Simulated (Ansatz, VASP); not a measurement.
## Two plane-wave programs on ZnS

INCAR

```
SYSTEM = ZnS
PREC = Accurate
ENCUT = 520
EDIFF = 1E-7
ISMEAR = 0
SIGMA = 0.05
LREAL = .False.
LASPH = .True.
NELM = 80
ALGO = Normal
ISIF = 2
LWAVE = .False.
LCHARG = .True.
GGA = PE
LELF = .True.
LVHAR = .True.
NBANDS = 26
```

File KPOINTS:

```
regular mesh
0
Gamma
  12 12 6
  0 0 0
```

File POSCAR:

```
ZnS
1.0
    3.8109987816      0.0000000000      0.0000000000
   -1.9054993908      3.3004217586      0.0000000000
    0.0000000000      0.0000000000      5.9846400000
Zn S
2 2
Direct
    0.3333333333      0.6666666667      0.0000000000
    0.6666666667      0.3333333333      0.5000000000
    0.3333333333      0.6666666667      0.3850000000
    0.6666666667      0.3333333333      0.8850000000
```

Input for Ansatz:

```yaml
crystal:
  lattice:
    - [3.8109987816, 0.0, 0.0]
    - [-1.9054993908, 3.3004217586, 0.0]
    - [0.0, 0.0, 5.98464]
  atoms:
    - { symbol: Zn, position: [0.3333333333, 0.6666666667, 0.0] }
    - { symbol: Zn, position: [0.6666666667, 0.3333333333, 0.5] }
    - { symbol: S, position: [0.3333333333, 0.6666666667, 0.385] }
    - { symbol: S, position: [0.6666666667, 0.3333333333, 0.885] }
basis:
  ecutwfc: 420
kpoints:
  mp_grid: { grid: [12, 12, 6] }
hamiltonian:
  xc: pbe
scf:
  occupations: { method: gaussian, width: 0.05 }
output:
  forces: true
  stress: true
  eigenvalues: true
```

Change from the starting cell: strain +0.000 along x and y, -0.040 along z, atoms carried along.

Alike in both runs: task single point; functional PBE; k mesh 12 × 12 × 6; occupations gaussian, width 0.05 eV; no spin polarisation.

|  | VASP | Ansatz |
| --- | --- | --- |
| version | VASP 6.6.1 | Ansatz 0.2.0 |
| potentials or method | VASP PAW PBE potentials, release 64 (Zn, S), cutoff 520 eV | scalar-relativistic, plane waves, PAW |
| valence electrons in the cell | 36 | 36 |

```csv
,VASP,Ansatz,Ansatz less VASP
gap on the k mesh at the Fermi level (eV),2.38,2.37,-0.006
least direct gap on the mesh (eV),2.38,2.37,-0.006
pressure (GPa),5.9,5.7,-0.20
"traceless stress, the component that is largest in VASP (GPa)",2.55,2.55,+0.002
rms of the force components (eV/Å),0.031,0.032,+0.0006
```

Atom by atom the forces differ by 0.001 eV/Å (rms over components).
